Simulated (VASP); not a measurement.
The system is PtS2.

```
Pt S
1.0
     3.51942    0.00000    0.00000
    -1.75971    3.04791    0.00000
     0.00000    0.00000    5.00498
Pt S
1 2
Direct
  0.00000 0.00000 0.00000
  0.66667 0.33333 0.77300
  0.33333 0.66667 0.22700
```

Base run:

| Quantity | Value |
| --- | --- |
| Program | VASP 6.6.1 |
| Functional | r2SCAN |
| Potentials or basis | VASP PAW PBE potentials, release 64 (Pt, S) |
| Cutoff | 520 eV |
| k mesh | 7 × 7 × 5 |
| Occupations | fermi-dirac, width 0.05 eV |
| Spin | no spin polarisation |

Its results: band gap on the k mesh 1.07 eV, indirect (least direct gap 1.37 eV); pressure 13.0 GPa; largest force 1.538 eV/Å.

The run is repeated on the same cell with these changes: k mesh from 7 × 7 × 5 to 9 × 9 × 5. What comes out?

Band gap on the k mesh 1.22 eV, indirect (least direct gap 1.28 eV); pressure 13.0 GPa; largest force 1.537 eV/Å.

Caveats: the PAW data sets were made with another functional, which shifts forces and pressure a little; spin-orbit coupling is left out, which moves the levels of the heavy elements.

A k mesh can miss the band edges.
